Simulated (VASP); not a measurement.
**Si2SnGe: single point with PBEsol**

Crystal: Si2SnGe.

```
Si Sn Ge
1.0
     4.07343    0.00000    0.00000
     0.00000    4.07343    0.00000
     0.00000    0.00000    5.79164
Si Sn Ge
2 1 1
Cartesian
  2.0367 0.0000 4.4520
  0.0000 2.0367 1.3396
  0.0000 0.0000 2.8958
  2.0367 2.0367 0.0000
```

```yaml
Program: VASP 6.6.1
Task: single point
Functional: PBEsol
Potentials_or_basis: VASP PAW PBE potentials, release 64 (Si, Sn_d, Ge_d)
Cutoff: 520 eV
k_mesh: 10 × 10 × 6
Occupations: gaussian, width 0.01 eV
Spin: no spin polarisation
Dipole_correction: no
Further_INCAR_settings: ALGO = Normal; EDIFF = 1e-06; NBANDS = 26
```

```json
{"Pressure": "-0.1 GPa", "Band gap on the k mesh": "0.12 eV, indirect (least direct gap 0.17 eV)"}
```

Forces in eV/Å, atoms in the order of the input:
```
Si   0.000  0.000 -0.002
Si   0.000  0.000  0.002
Sn   0.000  0.000  0.000
Ge   0.000  0.000  0.000
```

Levels at points of the mesh, in eV from the valence-band top:
```tsv
k point	band 16	band 17	band 18	band 19	band 20	band 21
(0.00, 0.00, 0.00)	-0.13	0.00	0.00	0.17	0.57	1.38
(0.50, 0.00, 0.00)	-3.65	-1.89	-1.04	1.41	2.47	4.19
(0.50, 0.50, 0.00)	-2.95	-2.95	-2.76	0.40	0.62	0.62
(0.00, 0.00, 0.50)	-2.40	-1.55	-1.55	0.72	0.81	2.55
(0.50, 0.00, 0.50)	-1.39	-1.36	-0.89	0.12	0.88	2.99
(0.50, 0.50, 0.50)	-3.82	-3.76	-3.72	3.70	4.00	4.00
```

It took 6.1 min on 1 thread of AMD EPYC 7R13 (shared host), peak memory 0.31 GiB.

Caveat: the PAW data sets were made with another functional, which shifts forces and pressure a little; spin-orbit coupling is left out, which moves the levels of the heavy elements. A k mesh can miss the band edges.
